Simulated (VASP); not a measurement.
# O: single point with PBE

System: O.

```
O
1.0
     7.15700    0.00000    0.00000
     0.00000    7.15700    0.00000
     0.00000    0.00000    7.15700
O
12
Direct
  0.06019 0.70819 0.54868
  0.13574 0.82793 0.44710
  0.69561 0.00608 0.56770
  0.74693 0.15930 0.51168
  0.27499 0.53277 0.03441
  0.15230 0.65087 0.01645
  0.60616 0.61453 0.76824
  0.50819 0.54707 0.64097
  0.13698 0.21047 0.73218
  0.22557 0.07904 0.78832
  0.80619 0.87992 0.13488
  0.76687 0.90140 0.97145
```

```yaml
Program: VASP 6.6.1
Task: single point
Functional: PBE
Potentials_or_basis: VASP PAW PBE potentials, release 64 (O_h)
Cutoff: 1000 eV
k_mesh: 1 × 1 × 1
Occupations: fermi-dirac, width 0.02 eV
Spin: collinear spin, ferromagnetic start
Starting_moments: "[0.56, 0.56, 0.56, 0.56, 0.56, 0.56, 0.56, 0.56, 0.56, 0.56, 0.56, 0.56] μB"
Dipole_correction: no
Further_INCAR_settings: ALGO = Normal; EDIFF = 1e-06; NBANDS = 52
```

```yaml
Pressure: -0.4 GPa
Largest_force: 1.892 eV/Å
Net_moment: 12.00 μB per cell
Site_moments: O +0.62 μB
Valence_electrons_inside_the_program's_atomic_spheres: O 3.29, 3.30, 3.32, 3.31 (each value once)
```

Forces on the atoms (eV/Å):
```
O    0.795  1.234 -1.068
O   -0.785 -1.279  1.048
O    0.092  0.329 -0.145
O   -0.127 -0.296  0.101
O   -0.359  0.317 -0.010
O    0.363 -0.348  0.042
O   -1.021 -0.772 -1.393
O    1.000  0.672  1.287
O   -0.606  0.906 -0.385
O    0.633 -0.875  0.424
O    0.076 -0.035  0.458
O   -0.060  0.147 -0.359
```

Stress tensor (GPa, compression positive):
```
-0.32 -0.67  0.06
-0.67 -0.36  0.10
 0.06  0.10 -0.37
```

Levels at points of the mesh, in eV from the Fermi level:
Spin up:
```csv
k point,band 39,band 40,band 41,band 42,band 43,band 44,band 45,band 46
"(0.00, 0.00, 0.00)",-0.62,-0.61,-0.59,-0.56,5.12,6.78,7.07,7.39
```
Spin down:
```csv
k point,band 27,band 28,band 29,band 30,band 31,band 32,band 33,band 34
"(0.00, 0.00, 0.00)",-5.19,-5.08,-5.03,-4.99,1.25,1.30,1.33,1.36
```

Wall time 2.2 min on 1 thread of Intel(R) Xeon(R) Platinum 8488C (Sapphire Rapids) (shared host), peak memory 1.2 GiB.

Caveat: the k points lie up to 0.88 Å⁻¹ apart, too coarse for converged energies, forces and pressures.
